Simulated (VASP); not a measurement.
Write the native input for VASP 6.6.1 that does the following.

| Property | Result |
| --- | --- |
| Task | single point |
| Functional | PBE |
| Potentials or basis | VASP PAW PBE potentials, release 64 (Ga_d, Sb, N) |
| Cutoff | 520 eV |
| k mesh | 3 × 3 × 6 |
| Occupations | gaussian, width 0.1 eV |
| Spin | no spin polarisation |
| Dipole correction | no |
| Further INCAR settings | ALGO = Normal; EDIFF = 1e-06; NBANDS = 36 |

The structure of Ga3SbN2 lies in POSCAR:

```
Ga3SbN2
1.0
    5.9978985800      0.0000000000      0.0000000000
   -2.9989492900      5.1943325400      0.0000000000
    0.0000000000      0.0000000000      3.2925563000
Ga Sb N
3 1 2
Direct
    0.5000000000      0.0000000000      0.5000000000
    0.5000000000      0.5000000000      0.5000000000
    0.0000000000      0.5000000000      0.5000000000
    0.0000000000      0.0000000000      0.0000000000
    0.3333333300      0.6666666700      0.0000000000
    0.6666666700      0.3333333300      0.0000000000
```

These files were run (other wordings do the same):

INCAR

```
PREC = Accurate
ENCUT = 520
EDIFF = 1E-6
ISMEAR = 0
SIGMA = 0.1
LREAL = False
LASPH = True
NELM = 100
ALGO = Normal
ISIF = 2
LWAVE = False
LCHARG = False
GGA = PE
NBANDS = 36
```

KPOINTS

```
Automatic mesh
0
Gamma
  3 3 6
```

Potentials or basis: VASP PAW PBE potentials, release 64 (Ga_d, Sb, N).

The run is started by

```sh
$ cat potpaw_PBE.64/Ga_d/POTCAR potpaw_PBE.64/Sb/POTCAR potpaw_PBE.64/N/POTCAR > POTCAR
$ mpirun -np 1 vasp_std > vasp.out
```

Results of the run:

| Item | Value |
| --- | --- |
| Pressure | -11.8 GPa |
| Band gap on the k mesh | zero (band 27 reaches 5.99 eV, above the bottom of band 28 at 5.03 eV) |

Caveat: the k points lie up to 0.40 Å⁻¹ apart; spin-orbit coupling is left out, which moves the levels of the heavy elements.

Wall time 23 s on 1 thread of Intel(R) Xeon(R) 6975P-C (Granite Rapids), on a shared host, peak memory 0.24 GiB.
